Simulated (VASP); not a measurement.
Write the native input for VASP 6.6.1 that does the following.

| Quantity | Value |
| --- | --- |
| Task | relaxation of cell and atoms |
| Functional | PBE |
| Potentials or basis | VASP PAW PBE potentials, release 64 (P) |
| Cutoff | 600 eV |
| k mesh | 10 × 10 × 10 |
| Occupations | gaussian, width 0.05 eV |
| Spin | no spin polarisation |
| Dipole correction | no |
| Further INCAR settings | ALGO = Normal; EDIFF = 1e-07; IBRION = 2; EDIFFG = -0.01; NSW = 80; ISIF = 3 |

The structure of P lies in POSCAR:

```
P
1.0
    0.0000000000      1.9332800289      1.9332800289
    1.9332800289      0.0000000000      1.9332800289
    1.9332800289      1.9332800289      0.0000000000
P
1
Direct
    0.0000000000      0.0000000000      0.0000000000
```

These files were run (other wordings do the same):

INCAR

```
SYSTEM = P
PREC = Accurate ; ENCUT = 600
EDIFF = 1E-7 ; ISMEAR = 0
SIGMA = 0.05 ; LREAL = .False.
LASPH = .True. ; NELM = 80
ALGO = Normal ; ISIF = 3
LWAVE = .False. ; LCHARG = .False.
GGA = PE ; IBRION = 2
NSW = 80 ; EDIFFG = -0.01
```

KPOINTS

```
regular mesh
0
Gamma
  10 10 10
  0 0 0
```

Potentials or basis: VASP PAW PBE potentials, release 64 (P).

Command:

```console
$ cat potpaw_PBE.64/P/POTCAR > POTCAR
$ mpirun -np 1 vasp_std > vasp.out
```

Results of the run:

The relaxed volume is 14.42 Å³/atom and the relaxed cell is a = 2.732 Å, b = 2.732 Å, c = 2.732 Å, α = 60.00°, β = 60.00°, γ = 60.00°. The space group after relaxing (to 0.05 Å) is Fm-3m (No. 225). The energy gained by relaxing is 0.0 meV/atom, the ionic steps are 2 and the pressure after relaxing is 0.1 GPa.

It took 3.3 s on 1 thread of AMD EPYC 9R45 96-Core Processor (Zen 5), with other jobs on the host, peak memory 0.1 GiB.
